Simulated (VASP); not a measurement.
# Se (Fd-3m) in VASP: further runs

Se is run at these levels: LDA; tasks: single point.

Everything below comes from runs of VASP 6.6.1. Logs are shortened: lines on timing, memory, paths and dates and some standing lists are left out, and cuts for length are marked.

**1. The cell of the first run**

Symmetry: Fd-3m, No. 227, cubic system. The conventional cell has a = 6.306 Å, b = 6.306 Å, c = 6.306 Å, α = 90.00°, β = 90.00°, γ = 90.00°. Within 3.6 Å of Se (site symmetry -43m) lie 4 Se at 2.73 Å.

**2. Single point, LDA**

Input file INCAR:

```
SYSTEM = Se
PREC = Accurate ; ENCUT = 520
EDIFF = 1E-6 ; ISMEAR = -1
SIGMA = 0.1 ; LREAL = .FALSE.
LASPH = .TRUE. ; NELM = 60
ALGO = Normal ; ISIF = 2
LWAVE = .FALSE. ; LCHARG = .FALSE.
GGA = CA ; NBANDS = 13
```

Input file KPOINTS:

```
regular mesh
0
G
  6 6 6
  0 0 0
```

Input file POSCAR:

```
Se
1.0
    0.0000000000      3.1531064542      3.1531064542
    3.1531064542      0.0000000000      3.1531064542
    3.1531064542      3.1531064542      0.0000000000
Se
2
Direct
    0.5000000000      0.5000000000      0.5000000000
    0.7500000000      0.7500000000      0.7500000000
```

Potentials or basis: VASP PAW LDA potentials, release 64 (Se).

Started as:

```
> cat potpaw_LDA.64/Se/POTCAR > POTCAR
> mpirun -np 1 vasp_std > vasp.out
```

OUTCAR:

```text
SYSTEM = Se
   PREC = Accurate
   ENCUT = 520
   EDIFF = 1E-6
   ISMEAR = -1
   LREAL = .FALSE.
   LASPH = .TRUE.
   NELM = 60
   ISIF = 2
   GGA = CA

 ion  position               nearest neighbor table
   1  0.500  0.500  0.500-   2 2.73   2 2.73   2 2.73   2 2.73
   2  0.750  0.750  0.750-   1 2.73   1 2.73   1 2.73   1 2.73

  LATTYP: Found a face centered cubic cell.
 ALAT       =     6.3062129084

  Lattice vectors:

 A1 = (   0.0000000000,   3.1531064542,   3.1531064542)
 A2 = (   3.1531064542,   0.0000000000,   3.1531064542)
 A3 = (   3.1531064542,   3.1531064542,   0.0000000000)

Analysis of symmetry for initial positions (statically):
=====================================================================
 Subroutine PRICEL returns:
 Original cell was already a primitive cell.

 Routine SETGRP: Setting up the symmetry group for a
 face centered cubic supercell.

 Subroutine GETGRP returns: Found 48 space group operations
 (whereof 24 operations were pure point group operations)
 out of a pool of 48 trial point group operations.

The static configuration has the point symmetry T_d .
 The point group associated with its full space group is O_h .

Analysis of symmetry for dynamics (positions and initial velocities):
=====================================================================
 Subroutine PRICEL returns:
 Original cell was already a primitive cell.

 Routine SETGRP: Setting up the symmetry group for a
 face centered cubic supercell.

 Subroutine GETGRP returns: Found 48 space group operations
 (whereof 24 operations were pure point group operations)
 out of a pool of 48 trial point group operations.

The dynamic configuration has the point symmetry T_d .
 The point group associated with its full space group is O_h .

 Subroutine INISYM returns: Found 48 space group operations
 (whereof 24 operations are pure point group operations),
 and found     1 'primitive' translations

----------------------------------------------------------------------------------------

                                     Primitive cell

  volume of cell :      62.6969

  direct lattice vectors                    reciprocal lattice vectors
     0.000000000  3.153106454  3.153106454    -0.158573777  0.158573777  0.158573777
     3.153106454  0.000000000  3.153106454     0.158573777 -0.158573777  0.158573777
     3.153106454  3.153106454  0.000000000     0.158573777  0.158573777 -0.158573777

  length of vectors
     4.459165911  4.459165911  4.459165911     0.274657839  0.274657839  0.274657839

  position of ions in fractional coordinates (direct lattice)
     0.500000000  0.500000000  0.500000000
     0.750000000  0.750000000  0.750000000

  ion indices of the primitive-cell ions
   primitive index   ion index
                 1           1
                 2           2

----------------------------------------------------------------------------------------

 KPOINTS: regular mesh

Automatic generation of k-mesh.
 Grid dimensions read from file:
 generate k-points for:    6    6    6

 Generating k-lattice:

  Cartesian coordinates                     Fractional coordinates (reciprocal lattice)
    -0.026428963  0.026428963  0.026428963     0.166666667  0.000000000  0.000000000
     0.026428963 -0.026428963  0.026428963     0.000000000  0.166666667  0.000000000
     0.026428963  0.026428963 -0.026428963     0.000000000  0.000000000  0.166666667

  Length of vectors
     0.045776306  0.045776306  0.045776306

  Shift w.r.t. Gamma in fractional coordinates (k-lattice)
     0.000000000  0.000000000  0.000000000

 Subroutine IBZKPT returns following result:
 ===========================================

 Found     16 irreducible k-points:

 Following reciprocal coordinates:
            Coordinates               Weight
  0.000000  0.000000  0.000000      1.000000
  0.166667  0.000000  0.000000      8.000000
  0.333333  0.000000  0.000000      8.000000
  0.500000  0.000000  0.000000      4.000000
  0.166667  0.166667  0.000000      6.000000
  0.333333  0.166667  0.000000     24.000000
[... 8 lines left out ...]
 -0.333333  0.333333  0.166667     24.000000
 -0.333333  0.500000  0.166667     12.000000
   k-points           NKPTS =     16   k-points in BZ     NKDIM =     16   number of bands    NBANDS=     13
   number of dos      NEDOS =    301   number of ions     NIONS =      2
   total plane-waves  NPLWV =  46656
   dimension x,y,z NGX =    36 NGY =   36 NGZ =   36
   dimension x,y,z NGXF=    72 NGYF=   72 NGZF=   72
   ions per type =               2
   NGX,Y,Z   is equivalent  to a cutoff of  13.42, 13.42, 13.42 a.u.
   NGXF,Y,Z  is equivalent  to a cutoff of  26.84, 26.84, 26.84 a.u.
 SYSTEM =  Se
   PREC   = accura    normal or accurate (medium, high low for compatibility)
   ISTART =      0    job   : 0-new  1-cont  2-samecut
   ICHARG =      2    charge: 1-file 2-atom 10-const
   ISPIN  =      1    spin polarized calculation?
   LNONCOLLINEAR =      F non collinear calculations
   LSORBIT =      F    spin-orbit coupling
   LASPH  =      T    aspherical Exc in radial PAW
   ENCUT  =  520.0 eV  38.22 Ry    6.18 a.u.   8.29  8.29  8.29*2*pi/ulx,y,z
   NELM   =     60;   NELMIN=  2; NELMDL= -5     # of ELM steps
   EDIFF  = 0.1E-05   stopping-criterion for ELM
   LREAL  =      F    real-space projection
   EDIFFG = 0.1E-04   stopping-criterion for IOM
   NSW    =      0    number of steps for IOM
   IBRION =     -1    ionic relax: 0-MD 1-quasi-New 2-CG
   NFREE  =      0    steps in history (QN), initial steepest desc. (CG)
   ISIF   =      2    stress and relaxation
   ISYM   =      2    0-nonsym 1-usesym 2-fastsym
   POTIM  = 0.5000    time-step for ionic-motion
   TEBEG  =    0.0;   TEEND  =   0.0 temperature during run
   PSTRESS=    0.0 pullay stress
   NELECT =      12.0000    total number of electrons
   NUPDOWN=      -1.0000    fix difference up-down
   EMIN   =  10.00;   EMAX   =-10.00  energy-range for DOS
   EFERMI =   0.00;   METHOD = LEGACY
   ISMEAR =    -1;   SIGMA  =   0.10  broadening in eV -4-tet -1-fermi 0-gaus
   EFERMI_NEDOS =   21; number of points for ismear=-14 and -15
   IALGO  =     38    algorithm
   IMIX   =      4    mixing-type and parameters
     AMIX     =   0.40;   BMIX     =  1.00
     AMIX_MAG =   1.60;   BMIX_MAG =  1.00
  volume/ion in A,a.u.               =      31.35       211.55
  Fermi-wavevector in a.u.,A,eV,Ry     =   0.943452  1.782866 12.110576  0.890102
  Thomas-Fermi vector in A             =   2.071161
   LORBIT       =      0    0 simple, 1 ext, 2 COOP (PROOUT), +10 PAW based schemes
   GGA     = CA    functional components
   LHFCALC =     F    Hartree Fock is set to
   AEXX    =    0.0000 exact exchange contribution
   IVDW    =     0    specifies the selected vdW correction
   LEPSILON=     F    determine dielectric tensor
   LRPA    =     F    only Hartree local field effects (RPA)
 non-spin polarized calculation
  energy-cutoff  :      520.00
  volume of cell :       62.70
 maximum number of plane-waves:      1711
 NGX is ok and might be reduce to    36
   NGX = 17   NGY = 17   NGZ = 17

 number of electron      11.9999999 magnetization

 Free energy of the ion-electron system (eV)
  ---------------------------------------------------
  ext. energy  EPLUGINS =         0.00000000
  ---------------------------------------------------
  free energy    TOTEN  =        -7.20468594 eV

  energy without entropy =       -7.14853259  energy(sigma->0) =       -7.17660926

 E-fermi :   2.0252     XC(G=0):  -8.5599

 val. band max:        1.8818253772   @ k =   0.5000   0.1667   0.0000
 cond. band min:       2.0902512214   @ k =   0.1667   0.1667   0.0000
 fundamental gap:      0.2084258442
 Fermi energy:         2.0252310626

 k-point     1 :       0.0000    0.0000    0.0000
  band No.  band energies     occupation
      1     -13.2703      2.00000
      2      -8.2091      2.00000
      3      -1.3627      2.00000
      4      -1.3627      2.00000
      5      -1.3627      2.00000
      6       1.2784      1.99886
      7       1.2784      1.99886
      8       1.2784      1.99886
      9       6.1313      0.00000
     10       9.6775      0.00000
     11       9.6775      0.00000
     12      11.4498      0.00000
     13      11.4498      0.00000

 k-point     2 :       0.1667    0.0000    0.0000
  band No.  band energies     occupation
      1     -13.0912      2.00000
      2      -8.6325      2.00000
      3      -1.5861      2.00000
      4      -1.5861      2.00000
      5      -1.5133      2.00000
      6       1.6147      1.96758
      7       1.6147      1.96758
      8       1.6445      1.95656
      9       6.9642      0.00000
     10       9.1222      0.00000
     11       9.1222      0.00000
     12      10.8258      0.00000
     13      12.8987      0.00000

 k-point     3 :       0.3333    0.0000    0.0000
  band No.  band energies     occupation
      1     -12.6300      2.00000
      2      -9.5237      2.00000
      3      -1.9258      2.00000
      4      -1.9258      2.00000
      5      -1.9010      2.00000
      6       2.1381      0.48871
      7       2.1381      0.48871
      8       2.8330      0.00062
      9       8.0276      0.00000
     10       9.1929      0.00000
     11       9.1929      0.00000
     12      10.2284      0.00000
     13      13.2579      0.00000
[... 177 lines left out ...]
 k-point    15 :      -0.3333    0.3333    0.1667
  band No.  band energies     occupation
      1     -11.7931      2.00000
      2     -10.6685      2.00000
      3      -3.2318      2.00000
      4      -2.6466      2.00000
      5      -0.0102      2.00000
      6       1.5905      1.97445
      7       3.2967      0.00001
      8       3.4597      0.00000
      9       7.5029      0.00000
     10       8.4506      0.00000
     11      10.3549      0.00000
     12      11.8568      0.00000
     13      13.2145      0.00000

 k-point    16 :      -0.3333    0.5000    0.1667
  band No.  band energies     occupation
      1     -11.2532      2.00000
      2     -11.2532      2.00000
      3      -3.0243      2.00000
      4      -3.0243      2.00000
      5       0.6438      2.00000
      6       0.6438      2.00000
      7       3.6964      0.00000
      8       3.6964      0.00000
      9       7.9118      0.00000
     10       7.9118      0.00000
     11      11.4491      0.00000
     12      11.4491      0.00000
     13      14.6098      0.00000

------------------------ aborting loop because EDIFF is reached ----------------------------------------

  FORCE on cell =-STRESS in cart. coord.  units (eV):
  Direction    XX          YY          ZZ          XY          YZ          ZX
  --------------------------------------------------------------------------------------
  -------------------------------------------------------------------------------------
  Total       -1.0531604     -1.0531604     -1.0531604      0.0000000      0.0000000      0.0000000
  in kB      -26.9128199    -26.9128199    -26.9128199      0.0000000      0.0000000      0.0000000
  external PRESSURE =     -26.9128199 kB  Pullay stress =       0.0000000 kB

 VOLUME and BASIS-vectors are now :
 -----------------------------------------------------------------------------
  energy-cutoff  :      520.00
  volume of cell :       62.70
      direct lattice vectors                 reciprocal lattice vectors
     0.000000000  3.153106454  3.153106454    -0.158573777  0.158573777  0.158573777
     3.153106454  0.000000000  3.153106454     0.158573777 -0.158573777  0.158573777
     3.153106454  3.153106454  0.000000000     0.158573777  0.158573777 -0.158573777

 POSITION                                       TOTAL-FORCE (eV/Angst)
 -----------------------------------------------------------------------------------
      3.15311      3.15311      3.15311         0.000000      0.000000      0.000000
      4.72966      4.72966      4.72966        -0.000000     -0.000000     -0.000000
 -----------------------------------------------------------------------------------
    total drift:                                0.000000      0.000000      0.000000

  FREE ENERGIE OF THE ION-ELECTRON SYSTEM (eV)
  ---------------------------------------------------
  free  energy   TOTEN  =        -7.2046859361 eV

  energy  without entropy=       -7.1485325896  energy(sigma->0) =       -7.17660926
```

Run time: 8.5 s. Hardware: 1 thread of Intel Xeon Platinum 8259CL at 2.50GHz (Skylake/Cascade Lake), shared host; peak memory 0.16 GiB.

What came out:

| Property | Result |
| --- | --- |
| Free energy | -7.2047 eV |
| Pressure | -2.7 GPa |
| Band gap on the k mesh | zero (band 6 reaches 2.34 eV, above the bottom of band 7 at 1.28 eV) |

**3. Single point, LDA**

This run uses another cell than the first one, of 32.16 Å³/atom, 1.026 times its volume.

Input file INCAR:

```
SYSTEM = Se
PREC = Accurate
ENCUT = 520
EDIFF = 1E-6
ISMEAR = -1
SIGMA = 0.1
LREAL = .False.
LASPH = .True.
NELM = 60
ALGO = Normal
ISIF = 2
LWAVE = .False.
LCHARG = .False.
NBANDS = 13
```

Input file KPOINTS:

```
regular mesh
0
Gamma
  6 6 6
  0 0 0
```

Input file POSCAR:

```
Se
1.0
    0.0000000000      3.1801730696      3.1801730696
    3.1801730696      0.0000000000      3.1801730696
    3.1801730696      3.1801730696      0.0000000000
Se
2
Direct
    0.5000000000      0.5000000000      0.5000000000
    0.7500000000      0.7500000000      0.7500000000
```

Potentials or basis: VASP PAW LDA potentials, release 64 (Se).

Started as:

```
> cat potpaw_LDA.64/Se/POTCAR > POTCAR
> mpirun -np 1 vasp_std > vasp.out
```

It took 9.9 s on 1 thread of Intel Xeon Platinum 8259CL at 2.50GHz (Skylake/Cascade Lake), shared host; peak memory 0.16 GiB.

Results (log left out):

| Property | Result |
| --- | --- |
| Free energy | -7.1730 eV |
| Pressure | -3.6 GPa |
| Band gap on the k mesh | zero (band 6 reaches 2.12 eV, above the bottom of band 7 at 1.09 eV) |

Levels at points of the mesh, in eV from the Fermi level:
| k point | band 2 | band 3 | band 4 | band 5 | band 6 | band 7 | band 8 | band 9 | band 10 | band 11 |
| --- | --- | --- | --- | --- | --- | --- | --- | --- | --- | --- |
| (0.00, 0.00, 0.00) | -10.30 | -3.30 | -3.30 | -3.30 | -0.71 | -0.71 | -0.71 | 4.11 | 7.68 | 7.68 |
| (0.50, 0.00, 0.00) | -12.03 | -4.03 | -3.98 | -3.98 | 0.32 | 0.32 | 1.58 | 6.66 | 6.67 | 7.89 |
| (0.50, 0.50, 0.00) | -13.19 | -4.73 | -4.73 | -1.91 | -1.91 | 2.09 | 2.09 | 6.05 | 6.05 | 9.73 |

**4. Single point, LDA**

This run uses another cell than the first one, of 32.98 Å³/atom, 1.052 times its volume.

Input file INCAR:

```
SYSTEM = Se
PREC = Accurate
ENCUT = 520
EDIFF = 1E-7
ISMEAR = -1
SIGMA = 0.1
LREAL = .FALSE.
LASPH = .TRUE.
NELM = 80
ALGO = Normal
ISIF = 2
LWAVE = .FALSE.
LCHARG = .FALSE.
NBANDS = 13
```

Input file KPOINTS:

```
Automatic mesh
0
G
  6 6 6
  0 0 0
```

Input file POSCAR:

```
Se
1.0
    0.0000000000      3.2067866338      3.2067866338
    3.2067866338      0.0000000000      3.2067866338
    3.2067866338      3.2067866338      0.0000000000
Se
2
Direct
    0.5000000000      0.5000000000      0.5000000000
    0.7500000000      0.7500000000      0.7500000000
```

Started as:

```
> cat potpaw_LDA.64/Se/POTCAR > POTCAR
> mpirun -np 1 vasp_std > vasp.out
```

It took 9.2 s on 1 thread of Intel Xeon Platinum 8259CL at 2.50GHz (Skylake/Cascade Lake), shared host; peak memory 0.17 GiB.

The run converged. Its results:

* Free energy: -7.1330 eV
* Pressure: -4.3 GPa
* Band gap on the k mesh: zero (band 6 reaches 1.90 eV, above the bottom of band 7 at 0.90 eV)

Levels at points of the mesh, in eV from the Fermi level:
```tsv
k point	band 2	band 3	band 4	band 5	band 6	band 7	band 8	band 9	band 10	band 11
(0.00, 0.00, 0.00)	-10.36	-3.21	-3.21	-3.21	-0.67	-0.67	-0.67	4.12	7.71	7.71
(0.50, 0.00, 0.00)	-11.99	-3.94	-3.87	-3.87	0.33	0.33	1.49	6.66	6.67	7.88
(0.50, 0.50, 0.00)	-13.10	-4.59	-4.59	-1.86	-1.86	2.01	2.01	6.04	6.04	9.71
```

**5. Overview**

| cell | gap on the mesh (eV) | pressure (GPa) |
| --- | --- | --- |
| a = 4.459 Å, angles 60.0°, 2 atoms | none | -2.7 |
| a = 4.497 Å, angles 60.0°, 2 atoms | none | -3.6 |
| a = 4.535 Å, angles 60.0°, 2 atoms | none | -4.3 |

Alike in all rows: task single point; level LDA; potentials or basis VASP PAW LDA potentials, release 64 (Se); no spin polarisation; k mesh 6 × 6 × 6; cutoff (eV) 520; smearing fermi-dirac 0.1 eV.

Absolute energies hang on the potentials; compare differences alone.
